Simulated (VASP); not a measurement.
# Sr: single point with PBE

Sr:

```
Sr
1.0
    -2.33743    2.33743    2.33743
     2.33743   -2.33743    2.33743
     2.33743    2.33743   -2.33743
Sr
1
Direct
  0.00000 0.00000 0.00000
```

This cell differs from its parent crystal: strained.

```json
{
  "Program": "VASP 6.6.1",
  "Task": "single point",
  "Functional": "PBE",
  "Potentials or basis": "VASP PAW PBE potentials, release 64 (Sr_sv)",
  "Cutoff": "520 eV",
  "k mesh": "12 × 12 × 12",
  "Occupations": "gaussian, width 0.1 eV",
  "Spin": "no spin polarisation"
}
```

```
Pressure               : 0.7 GPa
Band gap on the k mesh : zero (bands 5 and 6 overlap by 0.61 eV)
```

Levels at points of the mesh, in eV from the Fermi level:
| k point | band 1 | band 2 | band 3 | band 4 | band 5 | band 6 | band 7 | band 8 | band 9 | band 10 |
| --- | --- | --- | --- | --- | --- | --- | --- | --- | --- | --- |
| (0.00, 0.00, 0.00) | -36.46 | -18.33 | -18.33 | -18.33 | -3.74 | 2.47 | 2.47 | 2.47 | 3.88 | 3.88 |
| (0.50, 0.00, 0.00) | -36.44 | -18.59 | -18.42 | -18.34 | -1.04 | 0.34 | 1.23 | 3.73 | 4.43 | 5.76 |
| (0.50, 0.50, 0.50) | -36.43 | -18.52 | -18.52 | -18.52 | -0.23 | -0.23 | 3.93 | 3.93 | 3.93 | 5.32 |

Run time: 43 s on 1 thread of Intel Xeon 8259CL, with other jobs on the host, peak memory 0.19 GiB.

Caveat: the cell differs from its parent crystal (strained).
